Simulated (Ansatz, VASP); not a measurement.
C3N in VASP and in Ansatz

```
C N
1.0
     3.11031    0.00000    0.00000
     0.00000    3.11031    0.00000
     0.00000    0.00000    3.11031
C N
3 1
Cartesian
  0.0000 1.5552 1.5552
  1.5552 0.0000 1.5552
  1.5552 1.5552 0.0000
  0.0000 0.0000 0.0000
```

Change from the starting cell: species swapped into the Gd3Al type (Pm-3m, No. 221).

Alike in both runs: functional PBE; k mesh 14 × 14 × 14; occupations gaussian, width 0.1 eV; no spin polarisation.

Ansatz relaxed the structure, and its values are those at the end. VASP's run is a single point on that final structure, the one shown.

```csv
,VASP,Ansatz
version,VASP 6.6.1,Ansatz 0.2.0
potentials or method,"VASP PAW PBE potentials, release 64 (C, N), cutoff 520 eV","scalar-relativistic, plane waves, PAW"
valence electrons in the cell,17,17
```

|  | VASP | Ansatz | Ansatz less VASP |
| --- | --- | --- | --- |
| gap on the k mesh at the Fermi level (eV) | none | none | - |
| pressure (GPa) | 0.0 | 0.0 | +0.01 |

A gap of «none» marks a metal or a gap that the smearing closes.
